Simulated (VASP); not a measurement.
# BN (F-43m) in VASP: further runs

The runs below take BN through single point, relaxation of the atoms, with PBE.

Program: VASP 6.6.1. These are calculated values, not measurements. Logs are shortened: lines on timing, memory, paths and dates and some standing lists are left out, and cuts for length are marked.

## 1. The cell of the first run

It takes space group F-43m (No. 216, cubic). Conventional cell: a = 3.615 Å, b = 3.615 Å, c = 3.615 Å, α = 90.00°, β = 90.00°, γ = 90.00°. B (site symmetry -43m) has 4 N at 1.57 Å within 2.1 Å. N (site symmetry -43m) has 4 B at 1.57 Å within 2.1 Å.

## 2. Single point, PBE

Contents of INCAR:

```
ALGO = Normal ; EDIFF = 1E-7
ENCUT = 520 ; GGA = PE
ISIF = 2 ; ISMEAR = -1
LASPH = T ; LCHARG = T
LELF = T ; LREAL = F
LVHAR = T ; LWAVE = F
NBANDS = 11 ; NELM = 60
PREC = Accurate ; SIGMA = 0.02
```

Contents of KPOINTS:

```
k-points
0
Gamma
  13 13 13
```

Contents of POSCAR:

```
BN
1.0
    0.0000000000      1.8075000000      1.8075000000
    1.8075000000      0.0000000000      1.8075000000
    1.8075000000      1.8075000000      0.0000000000
B N
1 1
Direct
    0.0000000000      0.0000000000      0.0000000000
    0.2500000000      0.2500000000      0.2500000000
```

Potentials or basis: VASP PAW PBE potentials, release 64 (B, N).

Run with:

```
cat potpaw_PBE.64/B/POTCAR potpaw_PBE.64/N/POTCAR > POTCAR
mpirun -np 1 vasp_std > vasp.out
```

OUTCAR:

```text
EDIFF = 1E-7
   ENCUT = 520
   GGA = PE
   ISIF = 2
   ISMEAR = -1
   LASPH = T
   LREAL = F
   NELM = 60
   PREC = Accurate

 ion  position               nearest neighbor table
   1  0.000  0.000  0.000-   2 1.57   2 1.57   2 1.57   2 1.57
   2  0.250  0.250  0.250-   1 1.57   1 1.57   1 1.57   1 1.57

  LATTYP: Found a face centered cubic cell.
 ALAT       =     3.6150000000

  Lattice vectors:

 A1 = (   0.0000000000,   1.8075000000,   1.8075000000)
 A2 = (   1.8075000000,   0.0000000000,   1.8075000000)
 A3 = (   1.8075000000,   1.8075000000,   0.0000000000)

Analysis of symmetry for initial positions (statically):
=====================================================================
 Subroutine PRICEL returns:
 Original cell was already a primitive cell.

 Routine SETGRP: Setting up the symmetry group for a
 face centered cubic supercell.

 Subroutine GETGRP returns: Found 24 space group operations
 (whereof 24 operations were pure point group operations)
 out of a pool of 48 trial point group operations.

The static configuration has the point symmetry T_d .

Analysis of symmetry for dynamics (positions and initial velocities):
=====================================================================
 Subroutine PRICEL returns:
 Original cell was already a primitive cell.

 Routine SETGRP: Setting up the symmetry group for a
 face centered cubic supercell.

 Subroutine GETGRP returns: Found 24 space group operations
 (whereof 24 operations were pure point group operations)
 out of a pool of 48 trial point group operations.

The dynamic configuration has the point symmetry T_d .

 Subroutine INISYM returns: Found 24 space group operations
 (whereof 24 operations are pure point group operations),
 and found     1 'primitive' translations

----------------------------------------------------------------------------------------

                                     Primitive cell

  volume of cell :      11.8104

  direct lattice vectors                    reciprocal lattice vectors
     0.000000000  1.807500000  1.807500000    -0.276625173  0.276625173  0.276625173
     1.807500000  0.000000000  1.807500000     0.276625173 -0.276625173  0.276625173
     1.807500000  1.807500000  0.000000000     0.276625173  0.276625173 -0.276625173

  length of vectors
     2.556191014  2.556191014  2.556191014     0.479128854  0.479128854  0.479128854

  position of ions in fractional coordinates (direct lattice)
[... 85 lines left out ...]
   ISIF   =      2    stress and relaxation
   ISYM   =      2    0-nonsym 1-usesym 2-fastsym
   POTIM  = 0.5000    time-step for ionic-motion
   TEBEG  =    0.0;   TEEND  =   0.0 temperature during run
   PSTRESS=    0.0 pullay stress
   NELECT =       8.0000    total number of electrons
   NUPDOWN=      -1.0000    fix difference up-down
   EMIN   =  10.00;   EMAX   =-10.00  energy-range for DOS
   EFERMI =   0.00;   METHOD = LEGACY
   ISMEAR =    -1;   SIGMA  =   0.02  broadening in eV -4-tet -1-fermi 0-gaus
   EFERMI_NEDOS =   21; number of points for ismear=-14 and -15
   IALGO  =     38    algorithm
   IMIX   =      4    mixing-type and parameters
     AMIX     =   0.40;   BMIX     =  1.00
     AMIX_MAG =   1.60;   BMIX_MAG =  1.00
  volume/ion in A,a.u.               =       5.91        39.85
  Fermi-wavevector in a.u.,A,eV,Ry     =   1.437749  2.716952 28.124920  2.067123
  Thomas-Fermi vector in A             =   2.556793
   LORBIT       =      0    0 simple, 1 ext, 2 COOP (PROOUT), +10 PAW based schemes
   GGA     = PE    functional components
   LHFCALC =     F    Hartree Fock is set to
   AEXX    =    0.0000 exact exchange contribution
   IVDW    =     0    specifies the selected vdW correction
   LEPSILON=     F    determine dielectric tensor
   LRPA    =     F    only Hartree local field effects (RPA)
 non-spin polarized calculation
  energy-cutoff  :      520.00
  volume of cell :       11.81
 maximum number of plane-waves:       331
   NGX =  9   NGY =  9   NGZ =  9

 number of electron       7.9999999 magnetization

 Free energy of the ion-electron system (eV)
  ---------------------------------------------------
  ext. energy  EPLUGINS =         0.00000000
  ---------------------------------------------------
  free energy    TOTEN  =       -17.44979734 eV

  energy without entropy =      -17.44979734  energy(sigma->0) =      -17.44979734

 E-fermi :   7.9211     XC(G=0): -12.8220

 val. band max:        7.4029056336   @ k =   0.0000   0.0000   0.0000
 cond. band min:      11.9367863567   @ k =   0.4615   0.4615   0.0000
 fundamental gap:      4.5338807231
 Fermi energy:         7.9211228461

 k-point     1 :       0.0000    0.0000    0.0000
  band No.  band energies     occupation
      1     -12.8278      2.00000
      2       7.4029      2.00000
      3       7.4029      2.00000
      4       7.4029      2.00000
      5      16.2228      0.00000
      6      16.2228      0.00000
      7      16.2228      0.00000
      8      17.7523      0.00000
      9      32.1553      0.00000
     10      35.1713      0.00000
     11      35.1713      0.00000
[... 309 lines left out ...]
 k-point    24 :       0.4615    0.1538    0.0000
  band No.  band energies     occupation
      1      -8.8510      2.00000
      2      -1.8647      2.00000
      3       4.1391      2.00000
      4       4.5737      2.00000
      5      16.3014      0.00000
      6      19.5303      0.00000
      7      19.9245      0.00000
      8      22.0840      0.00000
      9      28.2714      0.00000
     10      33.6470      0.00000
     11      35.4570      0.00000

 [... further k-points ...]

------------------------ aborting loop because EDIFF is reached ----------------------------------------

  FORCE on cell =-STRESS in cart. coord.  units (eV):
  Direction    XX          YY          ZZ          XY          YZ          ZX
  --------------------------------------------------------------------------------------
  -------------------------------------------------------------------------------------
  Total        0.2425851      0.2425851      0.2425851      0.0000000     -0.0000000      0.0000000
  in kB       32.9086261     32.9086261     32.9086261      0.0000000     -0.0000000      0.0000000
  external PRESSURE =      32.9086261 kB  Pullay stress =       0.0000000 kB

 VOLUME and BASIS-vectors are now :
 -----------------------------------------------------------------------------
  energy-cutoff  :      520.00
  volume of cell :       11.81
      direct lattice vectors                 reciprocal lattice vectors
     0.000000000  1.807500000  1.807500000    -0.276625173  0.276625173  0.276625173
     1.807500000  0.000000000  1.807500000     0.276625173 -0.276625173  0.276625173
     1.807500000  1.807500000  0.000000000     0.276625173  0.276625173 -0.276625173

 POSITION                                       TOTAL-FORCE (eV/Angst)
 -----------------------------------------------------------------------------------
      0.00000      0.00000      0.00000        -0.000000     -0.000000     -0.000000
      0.90375      0.90375      0.90375         0.000000      0.000000      0.000000
 -----------------------------------------------------------------------------------
    total drift:                                0.000000      0.000000      0.000000

  FREE ENERGIE OF THE ION-ELECTRON SYSTEM (eV)
  ---------------------------------------------------
  free  energy   TOTEN  =       -17.4497973402 eV

  energy  without entropy=      -17.4497973402  energy(sigma->0) =      -17.44979734
```

OSZICAR:

```text
N       E                     dE             d eps       ncg     rms          rms(c)
DAV:   1     0.924692076764E+01    0.92469E+01   -0.47970E+03  1899   0.717E+02
DAV:   2    -0.179143027284E+02   -0.27161E+02   -0.26319E+02  2248   0.162E+02
DAV:   3    -0.184143097516E+02   -0.50001E+00   -0.49894E+00  2186   0.186E+01
DAV:   4    -0.184149007818E+02   -0.59103E-03   -0.59102E-03  1983   0.705E-01
DAV:   5    -0.184149012910E+02   -0.50919E-06   -0.50919E-06  2130   0.206E-02    0.670E+00
DAV:   6    -0.175358368125E+02    0.87906E+00   -0.29342E+00  1938   0.990E+00    0.327E+00
DAV:   7    -0.174638431032E+02    0.71994E-01   -0.10406E-01  2085   0.266E+00    0.192E+00
DAV:   8    -0.174495261736E+02    0.14317E-01   -0.35542E-02  2063   0.137E+00    0.193E-01
DAV:   9    -0.174497047554E+02   -0.17858E-03   -0.95739E-04  1947   0.258E-01    0.835E-02
DAV:  10    -0.174497920700E+02   -0.87315E-04   -0.12167E-04  2020   0.942E-02    0.151E-02
DAV:  11    -0.174497973146E+02   -0.52446E-05   -0.91825E-06  2130   0.249E-02    0.106E-02
DAV:  12    -0.174497973440E+02   -0.29397E-07   -0.15860E-06  2046   0.859E-03    0.621E-04
DAV:  13    -0.174497973402E+02    0.38686E-08   -0.22431E-08   993   0.147E-03
   1 F= -.17449797E+02 E0= -.17449797E+02  d E =-.825781E-14
```

stdout:

```text
POSCAR found type information on POSCAR B N
 POSCAR found :  2 types and       2 ions
 scaLAPACK will be used
 LDA part: xc-table for (Slater+PW92), standard interpolation
 POSCAR, INCAR and KPOINTS ok, starting setup
 FFT: planning ... GRIDC
 FFT: planning ... GRID_SOFT
 FFT: planning ... GRID
 WAVECAR not read
 entering main loop
```

It took 14 s on 1 thread of AMD EPYC 7R43 (Zen 3), shared host; peak memory 0.09 GiB.

Results:

```
Free energy            : -17.4498 eV
Pressure               : 3.3 GPa
Band gap on the k mesh : 4.53 eV (least direct gap 8.82 eV)
```

Caveat: the cell stands under pressure; an odd mesh through Γ misses points on the zone boundary, where band edges can lie.

## 3. Relaxation of the atoms, PBE

Contents of INCAR:

```
SYSTEM = BN
PREC = Accurate
ENCUT = 520
EDIFF = 1E-7
ISMEAR = -1
SIGMA = 0.02
LREAL = .False.
LASPH = .True.
NELM = 80
ALGO = Normal
ISIF = 2
LWAVE = .False.
LCHARG = .False.
GGA = PE
IBRION = 2
NSW = 80
EDIFFG = -0.02
```

Contents of KPOINTS:

```
Automatic mesh
0
Gamma
  13 13 13
  0 0 0
```

POSCAR is that of step 2.

Potentials or basis: VASP PAW PBE potentials, release 64 (B, N).

Run with:

```
cat potpaw_PBE.64/B/POTCAR potpaw_PBE.64/N/POTCAR > POTCAR
mpirun -np 1 vasp_std > vasp.out
```

Run time: 9.1 s. Hardware: 1 thread of AMD EPYC 7R43 (Zen 3), shared host; peak memory 0.09 GiB.

Results (log left out):

| Item | Value |
| --- | --- |
| Free energy | -17.4498 eV |
| Pressure after relaxing | 3.3 GPa |
| Band gap on the k mesh | 4.53 eV (least direct gap 8.82 eV) |

Final structure:
```yaml
crystal:
  lattice:
    - [0.00000, 1.80750, 1.80750]
    - [1.80750, 0.00000, 1.80750]
    - [1.80750, 1.80750, 0.00000]
  atoms:
    - { symbol: B, position: [0.00000, 0.00000, 0.00000] }
    - { symbol: N, position: [0.25000, 0.25000, 0.25000] }
```

Levels at points of the mesh, in eV from the valence-band top:
| k point | band 1 | band 2 | band 3 | band 4 | band 5 | band 6 | band 7 | band 8 |
| --- | --- | --- | --- | --- | --- | --- | --- | --- |
| (0.00, 0.00, 0.00) | -20.23 | 0.00 | 0.00 | 0.00 | 8.82 | 8.82 | 8.82 | 10.35 |

Caveat: the relaxation stopped at its first step, so nothing moved; an odd mesh through Γ misses points on the zone boundary, where band edges can lie.
